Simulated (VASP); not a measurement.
# FeSi (CsCl type) (Pm-3m) in VASP: notebook, part 2 of 2

VASP 6.6.1. Earlier steps stand in the parts before.

**3. Single point, PBE, collinear spin, ferromagnetic start**

The input, INCAR:

```
SYSTEM = FeSi
PREC = Accurate ; ENCUT = 520
EDIFF = 1E-7 ; ISMEAR = -1
SIGMA = 0.05 ; LREAL = .FALSE.
LASPH = .TRUE. ; NELM = 150
ALGO = Normal ; ISIF = 2
LWAVE = .FALSE. ; LCHARG = .TRUE.
ISPIN = 2 ; MAGMOM = 2.5 0
LORBIT = 11 ; LMAXMIX = 4
GGA = PE ; LELF = .TRUE.
LVHAR = .TRUE. ; NBANDS = 17
```

The input, KPOINTS:

```
Automatic mesh
0
G
  15 15 15
  0 0 0
```

The input, POSCAR:

```
FeSi
1.0
    2.6295135359      0.0000000000      0.0000000000
    0.0000000000      2.6295135359      0.0000000000
    0.0000000000      0.0000000000      2.6295135359
Fe Si
1 1
Direct
    0.0000000000      0.0000000000      0.0000000000
    0.5000000000      0.5000000000      0.5000000000
```

Potentials or basis: VASP PAW PBE potentials, release 64 (Fe, Si).

On the command line:

```bash
cat potpaw_PBE.64/Fe/POTCAR potpaw_PBE.64/Si/POTCAR > POTCAR
mpirun -np 1 vasp_std > vasp.out
```

OUTCAR:

```text
SYSTEM = FeSi
   PREC = Accurate
   ENCUT = 520
   EDIFF = 1E-7
   ISMEAR = -1
   LREAL = .FALSE.
   LASPH = .TRUE.
   NELM = 150
   ISIF = 2
   ISPIN = 2
   LORBIT = 11
   GGA = PE

 ion  position               nearest neighbor table
   1  0.000  0.000  0.000-   2 2.28   2 2.28   2 2.28   2 2.28   2 2.28   2 2.28   2 2.28   2 2.28

   2  0.500  0.500  0.500-   1 2.28   1 2.28   1 2.28   1 2.28   1 2.28   1 2.28   1 2.28   1 2.28

  LATTYP: Found a simple cubic cell.
 ALAT       =     2.6295135359

  Lattice vectors:

 A1 = (   2.6295135359,   0.0000000000,   0.0000000000)
 A2 = (   0.0000000000,   2.6295135359,   0.0000000000)
 A3 = (   0.0000000000,   0.0000000000,   2.6295135359)

Analysis of symmetry for initial positions (statically):
=====================================================================
 Subroutine PRICEL returns:
 Original cell was already a primitive cell.

 Routine SETGRP: Setting up the symmetry group for a
 simple cubic supercell.

 Subroutine GETGRP returns: Found 48 space group operations
 (whereof 48 operations were pure point group operations)
 out of a pool of 48 trial point group operations.

The static configuration has the point symmetry O_h .

Analysis of symmetry for dynamics (positions and initial velocities):
=====================================================================
 Subroutine PRICEL returns:
 Original cell was already a primitive cell.

 Routine SETGRP: Setting up the symmetry group for a
 simple cubic supercell.

 Subroutine GETGRP returns: Found 48 space group operations
 (whereof 48 operations were pure point group operations)
 out of a pool of 48 trial point group operations.

The dynamic configuration has the point symmetry O_h .

Analysis of structural, dynamic, and magnetic symmetry:
=====================================================================
 Subroutine PRICEL returns:
 Original cell was already a primitive cell.

 Routine SETGRP: Setting up the symmetry group for a
 simple cubic supercell.

 Subroutine GETGRP returns: Found 48 space group operations
 (whereof 48 operations were pure point group operations)
 out of a pool of 48 trial point group operations.

The overall configuration has the point symmetry O_h .

 Subroutine INISYM returns: Found 48 space group operations
 (whereof 48 operations are pure point group operations),
 and found     1 'primitive' translations

----------------------------------------------------------------------------------------

                                     Primitive cell

  volume of cell :      18.1814

  direct lattice vectors                    reciprocal lattice vectors
     2.629513536  0.000000000  0.000000000     0.380298480  0.000000000  0.000000000
     0.000000000  2.629513536  0.000000000     0.000000000  0.380298480  0.000000000
     0.000000000  0.000000000  2.629513536     0.000000000  0.000000000  0.380298480

  length of vectors
     2.629513536  2.629513536  2.629513536     0.380298480  0.380298480  0.380298480

  position of ions in fractional coordinates (direct lattice)
     0.000000000  0.000000000  0.000000000
     0.500000000  0.500000000  0.500000000

[... 63 lines left out ...]
   ions per type =               1   1
   NGX,Y,Z   is equivalent  to a cutoff of  12.64, 12.64, 12.64 a.u.
   NGXF,Y,Z  is equivalent  to a cutoff of  25.29, 25.29, 25.29 a.u.
 SYSTEM =  FeSi
   PREC   = accura    normal or accurate (medium, high low for compatibility)
   ISTART =      0    job   : 0-new  1-cont  2-samecut
   ICHARG =      2    charge: 1-file 2-atom 10-const
   ISPIN  =      2    spin polarized calculation?
   LNONCOLLINEAR =      F non collinear calculations
   LSORBIT =      F    spin-orbit coupling
   LASPH  =      T    aspherical Exc in radial PAW
   ENCUT  =  520.0 eV  38.22 Ry    6.18 a.u.   4.89  4.89  4.89*2*pi/ulx,y,z
   NELM   =    150;   NELMIN=  2; NELMDL= -5     # of ELM steps
   EDIFF  = 0.1E-06   stopping-criterion for ELM
   LREAL  =      F    real-space projection
   EDIFFG = 0.1E-05   stopping-criterion for IOM
   NSW    =      0    number of steps for IOM
   IBRION =     -1    ionic relax: 0-MD 1-quasi-New 2-CG
   NFREE  =      0    steps in history (QN), initial steepest desc. (CG)
   ISIF   =      2    stress and relaxation
   ISYM   =      2    0-nonsym 1-usesym 2-fastsym
   POTIM  = 0.5000    time-step for ionic-motion
   TEBEG  =    0.0;   TEEND  =   0.0 temperature during run
   PSTRESS=    0.0 pullay stress
   NELECT =      12.0000    total number of electrons
   NUPDOWN=      -1.0000    fix difference up-down
   EMIN   =  10.00;   EMAX   =-10.00  energy-range for DOS
   EFERMI =   0.00;   METHOD = LEGACY
   ISMEAR =    -1;   SIGMA  =   0.05  broadening in eV -4-tet -1-fermi 0-gaus
   EFERMI_NEDOS =   21; number of points for ismear=-14 and -15
   IALGO  =     38    algorithm
   IMIX   =      4    mixing-type and parameters
     AMIX     =   0.40;   BMIX     =  1.00
     AMIX_MAG =   1.60;   BMIX_MAG =  1.00
  volume/ion in A,a.u.               =       9.09        61.35
  Fermi-wavevector in a.u.,A,eV,Ry     =   1.425366  2.693552 27.642538  2.031669
  Thomas-Fermi vector in A             =   2.545758
   LORBIT       =     11    0 simple, 1 ext, 2 COOP (PROOUT), +10 PAW based schemes
   GGA     = PE    functional components
   LHFCALC =     F    Hartree Fock is set to
   AEXX    =    0.0000 exact exchange contribution
   IVDW    =     0    specifies the selected vdW correction
   LEPSILON=     F    determine dielectric tensor
   LRPA    =     F    only Hartree local field effects (RPA)
 spin polarized calculation
  energy-cutoff  :      520.00
  volume of cell :       18.18
 maximum number of plane-waves:       500
 NGX is ok and might be reduce to    20
   NGX =  9   NGY =  9   NGZ =  9

 number of electron      12.0000000 magnetization       0.0000314

 number of electron      12.0000000 magnetization      -0.0000318

 Free energy of the ion-electron system (eV)
  ---------------------------------------------------
  ext. energy  EPLUGINS =         0.00000000
  ---------------------------------------------------
  free energy    TOTEN  =       -14.28166480 eV

  energy without entropy =      -14.27740367  energy(sigma->0) =      -14.27953424

 E-fermi :  13.2736     XC(G=0): -13.8007

 val. band max:       13.1623604943   @ k =   0.4667   0.4667   0.3333
 cond. band min:      13.2909125120   @ k =   0.4667   0.4667   0.0000
 fundamental gap:      0.1285520176
 Fermi energy:        13.2735768334

 spin component 1

 k-point     1 :       0.0000    0.0000    0.0000
  band No.  band energies     occupation
      1      -2.3680      1.00000
      2       8.4711      1.00000
      3       8.4711      1.00000
      4      12.1764      1.00000
      5      12.1764      1.00000
      6      12.1764      1.00000
[... 459 lines left out ...]
      6      11.7498      1.00000
[... 9 lines left out ...]
     16      35.2323      0.00000
     17      38.1192      0.00000

 [... further k-points ...]

 spin component 2

 k-point     1 :       0.0000    0.0000    0.0000
  band No.  band energies     occupation
      1      -2.3680      1.00000
      2       8.4711      1.00000
      3       8.4711      1.00000
      4      12.1763      1.00000
      5      12.1763      1.00000
      6      12.1763      1.00000
[... 459 lines left out ...]
      6      11.7497      1.00000
[... 9 lines left out ...]
     16      35.2323      0.00000
     17      38.1192      0.00000

 [... further k-points ...]
[... 5 lines left out ...]
  --------------------------------------------------------------------------------------
  -------------------------------------------------------------------------------------
  Total        5.4151155      5.4151155      5.4151155      0.0000000     -0.0000000     -0.0000000
  in kB      477.1908155    477.1908155    477.1908155      0.0000000     -0.0000000     -0.0000000
  external PRESSURE =     477.1908155 kB  Pullay stress =       0.0000000 kB

 VOLUME and BASIS-vectors are now :
 -----------------------------------------------------------------------------
  energy-cutoff  :      520.00
  volume of cell :       18.18
      direct lattice vectors                 reciprocal lattice vectors
     2.629513536  0.000000000  0.000000000     0.380298480  0.000000000  0.000000000
     0.000000000  2.629513536  0.000000000     0.000000000  0.380298480  0.000000000
     0.000000000  0.000000000  2.629513536     0.000000000  0.000000000  0.380298480

 POSITION                                       TOTAL-FORCE (eV/Angst)
 -----------------------------------------------------------------------------------
      0.00000      0.00000      0.00000         0.000000      0.000000      0.000000
      1.31476      1.31476      1.31476         0.000000      0.000000      0.000000
 -----------------------------------------------------------------------------------
    total drift:                                0.000000      0.000000      0.000000

  FREE ENERGIE OF THE ION-ELECTRON SYSTEM (eV)
  ---------------------------------------------------
  free  energy   TOTEN  =       -14.2816648039 eV

  energy  without entropy=      -14.2774036683  energy(sigma->0) =      -14.27953424

 total charge

# of ion       s       p       d       tot
------------------------------------------
    1        0.519   0.828   6.870   8.217
    2        0.704   0.998   0.000   1.702
--------------------------------------------------
tot          1.223   1.826   6.870   9.918

 magnetization (x)

# of ion       s       p       d       tot
------------------------------------------
    1        0.000   0.000  -0.000  -0.000
    2        0.000   0.000   0.000   0.000
--------------------------------------------------
tot          0.000   0.000  -0.000  -0.000
```

Wall time 63 s (1 thread of Intel Xeon 8259CL, shared host); peak memory 0.18 GiB.

What came out:

```
Free energy                                           : -14.2817 eV
Pressure                                              : 47.7 GPa
Band gap on the k mesh                                : zero (filled and empty bands overlap)
Net moment                                            : 0.00 μB per cell
Valence electrons inside the program's atomic spheres : Fe 8.22; Si 1.70
```

Levels at points of the mesh, in eV from the Fermi level:
Spin up:
```csv
k point,band 3,band 4,band 5,band 6,band 7,band 8,band 9,band 10
"(0.00, 0.00, 0.00)",-4.80,-1.10,-1.10,-1.10,3.75,3.75,3.75,8.48
```
Spin down:
```csv
k point,band 4,band 5,band 6,band 7,band 8,band 9
"(0.00, 0.00, 0.00)",-1.10,-1.10,-1.10,3.75,3.75,3.75
```

Caveat: the cell stands under pressure; the moments typed at the start vanished in this run.

The gap in the log of VASP goes by the Fermi energy; the results here count the filled bands.